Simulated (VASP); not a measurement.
A run of VASP 6.6.1:

INCAR

```
SYSTEM = Ir
ALGO = Normal ; EDIFF = 1E-6
ENCUT = 500 ; GGA = PS
GGA_COMPAT = .FALSE. ; ISIF = 2
ISMEAR = -1 ; LASPH = .TRUE.
LCHARG = .FALSE. ; LREAL = .FALSE.
LWAVE = .FALSE. ; NBANDS = 10
NELM = 120 ; PREC = Accurate
SIGMA = 0.05
```

File KPOINTS:

```
k-points
0
G
  11 11 11
  0 0 0
```

POSCAR

```
Ir
1.0
    0.0000000000      1.9160444548      1.9160444548
    1.9160444548      0.0000000000      1.9160444548
    1.9160444548      1.9160444548      0.0000000000
Ir
1
Direct
    0.0000000000      0.0000000000      0.0000000000
```

Potentials or basis: VASP PAW PBE potentials, release 64 (Ir).

The run is started by

```bash
$ cat potpaw_PBE.64/Ir/POTCAR > POTCAR
$ mpirun -np 1 vasp_std > vasp.out
```

Hardware: 1 thread of Intel Xeon 8259CL, with other jobs on the host.

Task: How long does it take, and how much memory?

Result: Run time: 12 s on 1 thread of Intel Xeon 8259CL (shared host), peak memory 0.13 GiB. Counts: scf iterations 12, k points 56.
